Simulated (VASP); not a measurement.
Runs of VASP 6.6.1 on GaN. The structure is that of space group Fm-3m (No. 225), or close to it. The cells are those of the table. 

```csv
task,cell,gap on the mesh (eV),pressure (GPa)
single point,"a = 2.956 Å, angles 60.0°, 2 atoms",0.64,1.3
relaxation of cell and atoms,"relaxed to 30 GPa from a = 3.020 Å, angles 60.0°, 2 atoms",(b),30.0
single point,"a = 2.920 Å, angles 60.0°, 2 atoms",0.88,11.5
relaxation of cell and atoms,"relaxed from a = 3.020 Å, angles 60.0°, 2 atoms",0.60,0.0
relaxation of cell and atoms,"relaxed to 40 GPa from a = 3.020 Å, angles 60.0°, 2 atoms",1.43,40.0
single point,"a = 2.889 Å, angles 60.0°, 2 atoms",1.10,(d)
relaxation of cell and atoms,"relaxed to 20 GPa from a = 3.020 Å, angles 60.0°, 2 atoms",1.06,20.0
single point,"a = 2.839 Å, angles 60.0°, 2 atoms",(c),42.2
relaxation of cell and atoms,"relaxed to 10 GPa from a = 3.020 Å, angles 60.0°, 2 atoms",0.85,9.9
single point,"a = 2.863 Å, angles 60.0°, 2 atoms",1.29,(a)
```

Alike in all rows: level LDA; potentials or basis VASP PAW LDA potentials, release 64 (Ga_d, N); no spin polarisation; k mesh 8 × 8 × 8; cutoff (eV) 600; smearing gaussian 0.01 eV.

Q: Fill in the values left out.

A: (a) 32.0; (b) 1.26; (c) 1.47; (d) 21.7.

Caveats: the cell is relaxed towards a set pressure, so the run minimises the enthalpy, not the energy (at least some runs); the cell stands under pressure (at least some runs).

A k mesh can miss the band edges, and the runs leave out spin-orbit coupling on Ga.
